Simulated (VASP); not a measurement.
Set up this calculation in VASP 6.6.1, as the native input.

| Property | Result |
| --- | --- |
| Task | single point |
| Functional | PBE |
| Potentials or basis | VASP PAW PBE potentials, release 64 (Al) |
| Cutoff | 520 eV |
| k mesh | 12 × 12 × 1 |
| Occupations | gaussian, width 0.1 eV |
| Spin | no spin polarisation |
| Dipole correction | yes |
| Further INCAR settings | ALGO = Normal; EDIFF = 1e-06; NBANDS = 12 |

The structure of Al lies in POSCAR:

```
Al
1.0
    2.8567582919      0.0000000000      0.0000000000
   -1.4283791460      2.4740252533      0.0000000000
    0.0000000000      0.0000000000     18.6650667558
Al
3
Direct
    0.6666666667      0.3333333333      0.3750321438
    0.3333333333      0.6666666667      0.4982955584
    0.0000000000      0.0000000000      0.6215556764
```

These files were run (other wordings do the same):

INCAR

```
SYSTEM = Al
PREC     = Accurate       ! precision mode
ENCUT    = 520            ! plane-wave cutoff, eV
EDIFF    = 1E-6           ! SCF threshold, eV
ISMEAR   = 0              ! smearing method
SIGMA    = 0.1            ! smearing width, eV
LREAL    = .False.        ! projectors in reciprocal space
LASPH    = .True.         ! aspherical terms in the spheres
NELM     = 80             ! most SCF steps
ALGO     = Normal         ! electronic algorithm
ISIF     = 2              ! what is computed and relaxed
LWAVE    = .False.        ! write WAVECAR
LCHARG   = .False.        ! write CHGCAR
LDIPOL   = .True.       
IDIPOL   = 3            
DIPOL    = 0.5 0.5 0.498
GGA      = PE             ! functional
NBANDS   = 12             ! bands
```

KPOINTS

```
Automatic mesh
0
Gamma
  12 12 1
  0 0 0
```

Potentials or basis: VASP PAW PBE potentials, release 64 (Al).

Launch:

```console
$ cat potpaw_PBE.64/Al/POTCAR > POTCAR
$ mpirun -np 1 vasp_std > vasp.out
```

It gave:

```json
{
 "Largest force": "0.004 eV/Å"
}
```

Run time: 30 s on 1 thread of Intel(R) Xeon(R) 6975P-C (Granite Rapids) (shared host), peak memory 0.25 GiB.
